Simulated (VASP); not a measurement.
# Hf3C2 (P-3m1) in VASP: further runs

Runs on Hf3C2. Level: PBE. Tasks: single point.

All numbers are computed with VASP 6.6.1; they aren't measurements. Logs are shortened: lines on timing, memory, paths and dates and some standing lists are left out, and cuts for length are marked.

### Step 1. The cell of the first run

The structure is trigonal, space group P-3m1 (No. 164). Conventional cell: a = 3.305 Å, b = 3.305 Å, c = 7.910 Å, α = 90.00°, β = 90.00°, γ = 120.00°. Hf (site symmetry -3m) has 6 C at 2.35 Å within 3.1 Å. Hf (site symmetry 3m) has 3 C at 2.24 Å within 3.0 Å. Within 3.0 Å of C (site symmetry 3m) lie 6 Hf at 2.24 to 2.35 Å.

### Step 2. Single point, PBE

File INCAR:

```
PREC = Accurate
ENCUT = 520
EDIFF = 1E-6
ISMEAR = 0
SIGMA = 0.1
LREAL = F
LASPH = T
NELM = 80
ALGO = Normal
ISIF = 2
LWAVE = F
LCHARG = F
GGA = PE
NBANDS = 27
```

File KPOINTS:

```
regular mesh
0
Gamma
  6 6 4
```

File POSCAR:

```
Hf3C2
1.0
    3.3046131180      0.0000000000      0.0000000000
   -1.6523065590      2.8618789099      0.0000000000
    0.0000000000      0.0000000000      7.9097780558
Hf C
3 2
Direct
    0.0000000000      0.0000000000      0.0000000000
    0.3333333333      0.6666666667      0.6770808883
    0.6666666667      0.3333333333      0.3229191117
    0.3333333333      0.6666666667      0.1741087754
    0.6666666667      0.3333333333      0.8258912246
```

Potentials or basis: VASP PAW PBE potentials, release 64 (Hf_pv, C).

The run is started by

```sh
$ cat potpaw_PBE.64/Hf_pv/POTCAR potpaw_PBE.64/C/POTCAR > POTCAR
$ mpirun -np 1 vasp_std > vasp.out
```

OUTCAR:

```text
PREC = Accurate
   ENCUT = 520
   EDIFF = 1E-6
   ISMEAR = 0
   LREAL = F
   LASPH = T
   NELM = 80
   ISIF = 2
   GGA = PE

 ion  position               nearest neighbor table
   1  0.000  0.000  0.000-   4 2.35   5 2.35   5 2.35   4 2.35   5 2.35   4 2.35   2 3.19   3 3.19
                             2 3.19   3 3.19   3 3.19   2 3.19
   2  0.333  0.667  0.677-   5 2.24   5 2.24   5 2.24   1 3.19   1 3.19   1 3.19   3 3.39   3 3.39
                             3 3.39
   3  0.667  0.333  0.323-   4 2.24   4 2.24   4 2.24   1 3.19   1 3.19   1 3.19   2 3.39   2 3.39
                             2 3.39
   4  0.333  0.667  0.174-   3 2.24   3 2.24   3 2.24   1 2.35   1 2.35   1 2.35
   5  0.667  0.333  0.826-   2 2.24   2 2.24   2 2.24   1 2.35   1 2.35   1 2.35

  LATTYP: Found a hexagonal cell.
 ALAT       =     3.3046131180
 C/A-ratio  =     2.3935564538

  Lattice vectors:

 A1 = (   3.3046131180,   0.0000000000,   0.0000000000)
 A2 = (  -1.6523065590,   2.8618789099,   0.0000000000)
 A3 = (   0.0000000000,   0.0000000000,   7.9097780558)

Analysis of symmetry for initial positions (statically):
=====================================================================
 Subroutine PRICEL returns:
 Original cell was already a primitive cell.

 Routine SETGRP: Setting up the symmetry group for a
 hexagonal supercell.

 Subroutine GETGRP returns: Found 12 space group operations
 (whereof 12 operations were pure point group operations)
 out of a pool of 24 trial point group operations.

The static configuration has the point symmetry D_3d.

Analysis of symmetry for dynamics (positions and initial velocities):
=====================================================================
 Subroutine PRICEL returns:
 Original cell was already a primitive cell.

 Routine SETGRP: Setting up the symmetry group for a
 hexagonal supercell.

 Subroutine GETGRP returns: Found 12 space group operations
 (whereof 12 operations were pure point group operations)
 out of a pool of 24 trial point group operations.

The dynamic configuration has the point symmetry D_3d.

 Subroutine INISYM returns: Found 12 space group operations
 (whereof 12 operations are pure point group operations),
 and found     1 'primitive' translations

----------------------------------------------------------------------------------------

                                     Primitive cell

  volume of cell :      74.8060

  direct lattice vectors                    reciprocal lattice vectors
     3.304613118  0.000000000  0.000000000     0.302607284  0.174710397  0.000000000
    -1.652306559  2.861878910  0.000000000     0.000000000  0.349420794  0.000000000
     0.000000000  0.000000000  7.909778056     0.000000000  0.000000000  0.126425798

  length of vectors
     3.304613118  3.304613118  7.909778056     0.349420794  0.349420794  0.126425798

  position of ions in fractional coordinates (direct lattice)
     0.000000000  0.000000000  0.000000000
     0.333333333  0.666666667  0.677080888
     0.666666667  0.333333333  0.322919112
     0.333333333  0.666666667  0.174108775
     0.666666667  0.333333333  0.825891225

  ion indices of the primitive-cell ions
   primitive index   ion index
                 1           1
                 2           2
                 3           3
                 4           4
                 5           5

----------------------------------------------------------------------------------------

 KPOINTS: regular mesh

Automatic generation of k-mesh.
 Grid dimensions read from file:
 generate k-points for:    6    6    4

 Generating k-lattice:

  Cartesian coordinates                     Fractional coordinates (reciprocal lattice)
     0.050434547  0.029118399  0.000000000     0.166666667  0.000000000  0.000000000
     0.000000000  0.058236799  0.000000000     0.000000000  0.166666667  0.000000000
     0.000000000  0.000000000  0.031606449     0.000000000  0.000000000  0.250000000

  Length of vectors
     0.058236799  0.058236799  0.031606449

  Shift w.r.t. Gamma in fractional coordinates (k-lattice)
     0.000000000  0.000000000  0.000000000

 Subroutine IBZKPT returns following result:
 ===========================================

 Found     24 irreducible k-points:

 Following reciprocal coordinates:
            Coordinates               Weight
  0.000000  0.000000  0.000000      1.000000
  0.166667  0.000000  0.000000      6.000000
  0.333333  0.000000  0.000000      6.000000
  0.500000  0.000000  0.000000      3.000000
  0.166667  0.166667  0.000000      6.000000
  0.333333  0.166667  0.000000     12.000000
[... 16 lines left out ...]
  0.333333  0.166667  0.500000     12.000000
  0.333333  0.333333  0.500000      2.000000
   k-points           NKPTS =     24   k-points in BZ     NKDIM =     24   number of bands    NBANDS=     27
   number of dos      NEDOS =    301   number of ions     NIONS =      5
   total plane-waves  NPLWV =  47040
   dimension x,y,z NGX =    28 NGY =   28 NGZ =   60
   dimension x,y,z NGXF=    56 NGYF=   56 NGZF=  120
   ions per type =               3   2
   NGX,Y,Z   is equivalent  to a cutoff of  14.09, 14.09, 12.61 a.u.
   NGXF,Y,Z  is equivalent  to a cutoff of  28.17, 28.17, 25.22 a.u.
 SYSTEM =  unknown system
   PREC   = accura    normal or accurate (medium, high low for compatibility)
   ISTART =      0    job   : 0-new  1-cont  2-samecut
   ICHARG =      2    charge: 1-file 2-atom 10-const
   ISPIN  =      1    spin polarized calculation?
   LNONCOLLINEAR =      F non collinear calculations
   LSORBIT =      F    spin-orbit coupling
   LASPH  =      T    aspherical Exc in radial PAW
   ENCUT  =  520.0 eV  38.22 Ry    6.18 a.u.   6.14  6.14 14.71*2*pi/ulx,y,z
   NELM   =     80;   NELMIN=  2; NELMDL= -5     # of ELM steps
   EDIFF  = 0.1E-05   stopping-criterion for ELM
   LREAL  =      F    real-space projection
   EDIFFG = 0.1E-04   stopping-criterion for IOM
   NSW    =      0    number of steps for IOM
   IBRION =     -1    ionic relax: 0-MD 1-quasi-New 2-CG
   NFREE  =      0    steps in history (QN), initial steepest desc. (CG)
   ISIF   =      2    stress and relaxation
   ISYM   =      2    0-nonsym 1-usesym 2-fastsym
   POTIM  = 0.5000    time-step for ionic-motion
   TEBEG  =    0.0;   TEEND  =   0.0 temperature during run
   PSTRESS=    0.0 pullay stress
   NELECT =      38.0000    total number of electrons
   NUPDOWN=      -1.0000    fix difference up-down
   EMIN   =  10.00;   EMAX   =-10.00  energy-range for DOS
   EFERMI =   0.00;   METHOD = LEGACY
   ISMEAR =     0;   SIGMA  =   0.10  broadening in eV -4-tet -1-fermi 0-gaus
   EFERMI_NEDOS =   21; number of points for ismear=-14 and -15
   IALGO  =     38    algorithm
   IMIX   =      4    mixing-type and parameters
     AMIX     =   0.40;   BMIX     =  1.00
     AMIX_MAG =   1.60;   BMIX_MAG =  1.00
  volume/ion in A,a.u.               =      14.96       100.96
  Fermi-wavevector in a.u.,A,eV,Ry     =   1.306243  2.468441 23.215223  1.706271
  Thomas-Fermi vector in A             =   2.437058
   LORBIT       =      0    0 simple, 1 ext, 2 COOP (PROOUT), +10 PAW based schemes
   GGA     = PE    functional components
   LHFCALC =     F    Hartree Fock is set to
   AEXX    =    0.0000 exact exchange contribution
   IVDW    =     0    specifies the selected vdW correction
   LEPSILON=     F    determine dielectric tensor
   LRPA    =     F    only Hartree local field effects (RPA)
 non-spin polarized calculation
 Gauss-broadening in eV      SIGMA  =   0.10
  energy-cutoff  :      520.00
  volume of cell :       74.81
 maximum number of plane-waves:      2046
 NGX is ok and might be reduce to    28
   NGX = 13   NGY = 13   NGZ = 29

 number of electron      37.9999999 magnetization

 Free energy of the ion-electron system (eV)
  ---------------------------------------------------
  ext. energy  EPLUGINS =         0.00000000
  ---------------------------------------------------
  free energy    TOTEN  =       -52.12369030 eV

  energy without entropy =      -52.10887449  energy(sigma->0) =      -52.11628240

 E-fermi :   5.6216     XC(G=0): -11.7844

 val. band max:        5.6128315880   @ k =   0.1667   0.0000   0.2500
 cond. band min:       5.6517433197   @ k =   0.0000   0.1667   0.2500
 fundamental gap:      0.0389117317
 Fermi energy:         5.6216200041

 k-point     1 :       0.0000    0.0000    0.0000
  band No.  band energies     occupation
      1     -24.9680      2.00000
      2     -24.9672      2.00000
      3     -24.5749      2.00000
      4     -24.5749      2.00000
      5     -24.5527      2.00000
      6     -24.5527      2.00000
[... 19 lines left out ...]
     26       8.8941      0.00000
     27       9.5760      0.00000

 k-point     2 :       0.1667    0.0000    0.0000
  band No.  band energies     occupation
      1     -24.9540      2.00000
      2     -24.9460      2.00000
      3     -24.6818      2.00000
      4     -24.6643      2.00000
      5     -24.6105      2.00000
      6     -24.5750      2.00000
[... 19 lines left out ...]
     26       9.8421      0.00000
     27      10.6687      0.00000

 k-point     3 :       0.3333    0.0000    0.0000
  band No.  band energies     occupation
      1     -25.0099      2.00000
      2     -24.9472      2.00000
      3     -24.8985      2.00000
      4     -24.7582      2.00000
      5     -24.6768      2.00000
      6     -24.6232      2.00000
[... 19 lines left out ...]
     26      10.3459      0.00000
     27      10.8275      0.00000

 k-point     4 :       0.5000    0.0000    0.0000
  band No.  band energies     occupation
      1     -25.0796      2.00000
      2     -25.0531      2.00000
      3     -24.9394      2.00000
      4     -24.7368      2.00000
      5     -24.7088      2.00000
      6     -24.6478      2.00000
[... 19 lines left out ...]
     26      10.7864      0.00000
     27      10.8272      0.00000
[... 516 lines left out ...]
      4     -24.7620      2.00000
      5     -24.6711      2.00000
      6     -24.6403      2.00000
[... 19 lines left out ...]
     26      10.2997      0.00000
     27      10.4539      0.00000

 k-point    23 :       0.3333    0.1667    0.5000
  band No.  band energies     occupation
      1     -25.0424      2.00000
      2     -24.9791      2.00000
      3     -24.8838      2.00000
      4     -24.8135      2.00000
      5     -24.7415      2.00000
      6     -24.7124      2.00000
[... 19 lines left out ...]
     26      10.9434      0.00000
     27      11.3967      0.00000

 k-point    24 :       0.3333    0.3333    0.5000
  band No.  band energies     occupation
      1     -24.9642      2.00000
      2     -24.9642      2.00000
      3     -24.9558      2.00000
      4     -24.8368      2.00000
      5     -24.7755      2.00000
      6     -24.7755      2.00000
[... 19 lines left out ...]
     26      11.4072      0.00000
     27      11.4072      0.00000

------------------------ aborting loop because EDIFF is reached ----------------------------------------

  FORCE on cell =-STRESS in cart. coord.  units (eV):
  Direction    XX          YY          ZZ          XY          YZ          ZX
  --------------------------------------------------------------------------------------
  -------------------------------------------------------------------------------------
  Total       -0.3142449     -0.3142449     -0.1486551      0.0000000      0.0000000     -0.0000000
  in kB       -6.7304274     -6.7304274     -3.1838614      0.0000000      0.0000000     -0.0000000
  external PRESSURE =      -5.5482387 kB  Pullay stress =       0.0000000 kB

 VOLUME and BASIS-vectors are now :
 -----------------------------------------------------------------------------
  energy-cutoff  :      520.00
  volume of cell :       74.81
      direct lattice vectors                 reciprocal lattice vectors
     3.304613118  0.000000000  0.000000000     0.302607284  0.174710397  0.000000000
    -1.652306559  2.861878910  0.000000000     0.000000000  0.349420794  0.000000000
     0.000000000  0.000000000  7.909778056     0.000000000  0.000000000  0.126425798

 POSITION                                       TOTAL-FORCE (eV/Angst)
 -----------------------------------------------------------------------------------
      0.00000      0.00000      0.00000        -0.000000      0.000000      0.000000
     -0.00000      1.90792      5.35556        -0.000000      0.000000      0.064486
      1.65231      0.95396      2.55422         0.000000     -0.000000     -0.064486
     -0.00000      1.90792      1.37716         0.000000     -0.000000      0.012955
      1.65231      0.95396      6.53262        -0.000000      0.000000     -0.012955
 -----------------------------------------------------------------------------------
    total drift:                                0.000000     -0.000000     -0.000000

  FREE ENERGIE OF THE ION-ELECTRON SYSTEM (eV)
  ---------------------------------------------------
  free  energy   TOTEN  =       -52.1236903049 eV

  energy  without entropy=      -52.1088744947  energy(sigma->0) =      -52.11628240
```

Wall time 66 s (1 thread of Intel Xeon Platinum 8375C at 2.90GHz (Ice Lake), shared host); peak memory 0.22 GiB.

Results:

```
Free energy            : -52.1237 eV
Pressure               : -0.6 GPa
Largest force          : 0.064 eV/Å
Band gap on the k mesh : zero (band 19 reaches 6.67 eV, above the bottom of band 20 at 5.45 eV)
```

Forces in eV/Å, atoms in the order of the input:
```
Hf   0.000  0.000  0.000
Hf   0.000  0.000  0.064
Hf   0.000  0.000 -0.064
C    0.000  0.000  0.013
C    0.000  0.000 -0.013
```

Levels at points of the mesh, in eV from the Fermi level:
| k point | band 16 | band 17 | band 18 | band 19 | band 20 | band 21 | band 22 | band 23 |
| --- | --- | --- | --- | --- | --- | --- | --- | --- |
| (0.00, 0.00, 0.00) | -2.16 | -1.92 | -1.92 | 0.96 | 0.96 | 1.37 | 3.16 | 3.23 |
| (0.50, 0.00, 0.00) | -2.70 | -2.08 | -1.92 | -1.18 | 0.41 | 2.06 | 3.77 | 3.81 |
| (0.00, 0.00, 0.50) | -1.77 | -1.77 | -1.12 | 0.67 | 1.24 | 1.24 | 2.15 | 2.15 |
| (0.50, 0.00, 0.50) | -2.90 | -1.77 | -1.75 | -1.29 | 0.18 | 1.39 | 3.31 | 3.92 |

Caveat: the k points lie up to 0.37 Å⁻¹ apart; spin-orbit coupling is left out, which moves the levels of the heavy elements.

### Step 3. Single point, PBE

This run uses another cell than the first one, of 17.03 Å³/atom, 1.138 times its volume.

File INCAR:

```
SYSTEM = Hf3C2
ALGO     = Normal         ! electronic algorithm
EDIFF    = 1E-7           ! SCF threshold, eV
ENCUT    = 520            ! plane-wave cutoff, eV
GGA      = PE             ! functional
ISIF     = 2              ! what is computed and relaxed
ISMEAR   = 0              ! smearing method
LASPH    = .True.         ! aspherical terms in the spheres
LCHARG   = .False.        ! write CHGCAR
LREAL    = .False.        ! projectors in reciprocal space
LWAVE    = .False.        ! write WAVECAR
NBANDS   = 27             ! bands
NELM     = 60             ! most SCF steps
PREC     = Accurate       ! precision mode
SIGMA    = 0.1            ! smearing width, eV
```

File KPOINTS:

```
k-points
0
Gamma
  6 6 4
  0 0 0
```

File POSCAR:

```
Hf3C2
1.0
    4.3171325600      0.0000000000      0.0000000000
   -2.1585662800      3.7387464700      0.0000000000
    0.0000000000      0.0000000000      5.2754874300
Hf C
3 2
Direct
    0.0000000000      0.0000000000      0.0000000000
    0.3333333300      0.6666666700      0.6480829700
    0.6666666700      0.3333333300      0.3519170300
    0.3333333300      0.6666666700      0.1465719900
    0.6666666700      0.3333333300      0.8534280100
```

Potentials or basis: VASP PAW PBE potentials, release 64 (Hf_pv, C).

The run is started by

```sh
$ cat potpaw_PBE.64/Hf_pv/POTCAR potpaw_PBE.64/C/POTCAR > POTCAR
$ mpirun -np 1 vasp_std > vasp.out
```

Wall time 46 s (1 thread of Intel Xeon Platinum 8375C at 2.90GHz (Ice Lake), shared host); peak memory 0.21 GiB.

The run converged. Its results:

```
Free energy            : -45.5125 eV
Pressure               : -21.1 GPa
Largest force          : 2.060 eV/Å
Band gap on the k mesh : zero (band 19 reaches 5.15 eV, above the bottom of band 20 at 4.60 eV)
```

Forces on the atoms (eV/Å):
```
Hf   0.000  0.000  0.000
Hf   0.000  0.000  2.060
Hf   0.000  0.000 -2.060
C    0.000  0.000  1.632
C    0.000  0.000 -1.632
```

Stress tensor (GPa, compression positive):
```
-19.84   0.00   0.00
  0.00 -19.84   0.00
  0.00   0.00 -23.66
```

Levels at points of the mesh, in eV from the Fermi level:
```tsv
k point	band 15	band 16	band 17	band 18	band 19	band 20	band 21	band 22	band 23	band 24
(0.00, 0.00, 0.00)	-2.09	-2.09	-1.55	-1.55	-1.14	-0.08	2.32	2.68	2.68	2.99
(0.50, 0.00, 0.00)	-2.27	-2.19	-2.13	-1.18	-0.48	0.07	0.62	1.96	2.44	2.53
(0.00, 0.00, 0.50)	-3.78	-1.80	-1.80	-0.54	-0.54	0.45	0.89	1.16	1.16	2.36
(0.50, 0.00, 0.50)	-2.58	-2.53	-1.78	-0.66	0.29	0.73	0.81	1.05	1.75	2.24
```

Caveat: spin-orbit coupling is left out, which moves the levels of the heavy elements; forces of over 1 eV/Å act on the atoms, so gaps and moduli don't describe the material at rest.
